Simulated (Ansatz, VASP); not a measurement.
## One calculation of Mg2Si, two programs

The input POSCAR:

```
Mg2Si
1.0
    0.0000000000      3.1042723164      3.1042723164
    3.1042723164      0.0000000000      3.1042723164
    3.1042723164      3.1042723164      0.0000000000
Si Mg
1 2
Direct
    0.0000000000      0.0000000000      0.0000000000
    0.2500000000      0.2500000000      0.2500000000
    0.7500000000      0.7500000000      0.7500000000
```

The input INCAR.step1:

```
SYSTEM = Mg2Si
PREC = Accurate ; ENCUT = 660
ISMEAR = 0 ; SIGMA = 0.01
LREAL = .FALSE. ; LASPH = .TRUE.
NELM = 120 ; NBANDS = 11
GGA = PE ; ALGO = Normal
EDIFF = 1E-5 ; LWAVE = .TRUE.
LCHARG = .FALSE. ; GGA_COMPAT = .FALSE.
```

Contents of INCAR.step2:

```
SYSTEM = Mg2Si
PREC = Accurate ; ENCUT = 660
EDIFF = 1E-6 ; ISMEAR = 0
SIGMA = 0.01 ; LREAL = .FALSE.
LASPH = .TRUE. ; NELM = 120
ALGO = Normal ; ISIF = 2
LWAVE = .FALSE. ; LCHARG = .FALSE.
METAGGA = R2SCAN ; LMIXTAU = .TRUE.
NBANDS = 11 ; ISTART = 1
GGA_COMPAT = .FALSE.
```

The input KPOINTS:

```
Automatic mesh
0
G
  6 6 6
  0 0 0
```

Input for Ansatz:

```yaml
crystal:
  lattice:
    - [0.0, 3.1042723164, 3.1042723164]
    - [3.1042723164, 0.0, 3.1042723164]
    - [3.1042723164, 3.1042723164, 0.0]
  atoms:
    - { symbol: Si, position: [0.0, 0.0, 0.0] }
    - { symbol: Mg, position: [0.25, 0.25, 0.25] }
    - { symbol: Mg, position: [0.75, 0.75, 0.75] }
kpoints:
  mp_grid: { grid: [6, 6, 6] }
hamiltonian:
  xc: r2scan
scf:
  occupations: { method: fixed }
  n_extra_bands: 4
output:
  forces: true
  stress: true
  eigenvalues: true
```

Alike in both runs: task single point; functional r2SCAN; k mesh 6 × 6 × 6; no spin polarisation.

```csv
,VASP,Ansatz
version,VASP 6.6.1,Ansatz 0.2.0
potentials or method,"VASP PAW PBE potentials, release 64 (Si, Mg)","plane waves, PAW"
plane-wave cutoff (eV),660,500
occupations,"gaussian, width 0.01 eV",fixed
valence electrons in the cell,8,24
```

Ansatz gave:

```
gap on the k mesh at the Fermi level (eV) : 0.37
pressure (GPa)                            : 4.1
```

Problem. What did VASP give for the same quantities?

Solution. gap on the k mesh at the Fermi level (eV): 0.37; pressure (GPa): 3.8.

VASP's potentials were made for PBE, not for r2SCAN. VASP's potentials hold 8 valence electrons a cell and Ansatz's 24, so a difference there can come from the potentials and not from the codes.
